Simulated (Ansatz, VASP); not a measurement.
# Two plane-wave programs on LiH2

The input INCAR:

```
SYSTEM = LiH2
PREC = Accurate
ENCUT = 600
EDIFF = 1E-7
ISMEAR = 0
SIGMA = 0.1
LREAL = .FALSE.
LASPH = .TRUE.
NELM = 100
ALGO = Normal
ISIF = 3
LWAVE = .FALSE.
LCHARG = .FALSE.
GGA = PE
IBRION = 2
NSW = 90
EDIFFG = -0.04
```

Contents of KPOINTS:

```
regular mesh
0
G
  6 6 6
  0 0 0
```

The input POSCAR:

```
LiH2
1.0
   -2.3299656028      2.3299656028      2.4555691045
    2.3299656028     -2.3299656028      2.4555691045
    2.3299656028      2.3299656028     -2.4555691045
Li H
2 4
Direct
    0.0000000000      0.5000000000      0.5000000000
    0.5000000000      0.0000000000      0.5000000000
    0.2500000000      0.3750000000      0.6250000000
    0.3750000000      0.7500000000      0.1250000000
    0.6250000000      0.2500000000      0.8750000000
    0.7500000000      0.6250000000      0.3750000000
```

Input for Ansatz:

```yaml
crystal:
  lattice:
    - [-2.3299656028, 2.3299656028, 2.4555691045]
    - [2.3299656028, -2.3299656028, 2.4555691045]
    - [2.3299656028, 2.3299656028, -2.4555691045]
  atoms:
    - { symbol: Li, position: [0.0, 0.5, 0.5] }
    - { symbol: Li, position: [0.5, 0.0, 0.5] }
    - { symbol: H, position: [0.25, 0.375, 0.625] }
    - { symbol: H, position: [0.375, 0.75, 0.125] }
    - { symbol: H, position: [0.625, 0.25, 0.875] }
    - { symbol: H, position: [0.75, 0.625, 0.375] }
basis:
  ecutwfc: 420
kpoints:
  mp_grid: { grid: [6, 6, 6] }
hamiltonian:
  xc: pbe
scf:
  occupations: { method: gaussian, width: 0.1 }
  lower_state_search: "off"
output:
  forces: true
  stress: true
  eigenvalues: true
relax:
  adjacent_minimum: "off"
  f_tol: 0.04
  max_steps: 70
  cell: { stress_tol: 0.4 }
```

Alike in both runs: task relaxation of cell and atoms; functional PBE; k mesh 6 × 6 × 6; occupations gaussian, width 0.1 eV; no spin polarisation.

|  | VASP | Ansatz |
| --- | --- | --- |
| version | VASP 6.6.1 | Ansatz 0.2.0 |
| potentials or method | VASP PAW PBE potentials, release 64 (Li_sv, H), cutoff 600 eV | scalar-relativistic, plane waves, PAW |
| valence electrons in the cell | 10 | 10 |

Ansatz gave:

| Quantity | Value |
| --- | --- |
| gap on the k mesh at the Fermi level, each at its own relaxed structure (eV) | 1.61 |
| relaxed volume (Å³/atom) | 12.60 |
| relaxed cell length with the largest relative difference (Å) | 4.714 |

Q: Which values does VASP return?

A: gap on the k mesh at the Fermi level, each at its own relaxed structure (eV): 1.30; relaxed volume (Å³/atom): 11.33; relaxed cell length with the largest relative difference (Å): 4.489.

One of these differences is far larger than is usual between the two programs; its cause wasn't traced.

Noted on VASP's run: the cutoff is short for stress, so the pressure is rough; the volume moved by over 15 % at a fixed basis, so the end points are rough.
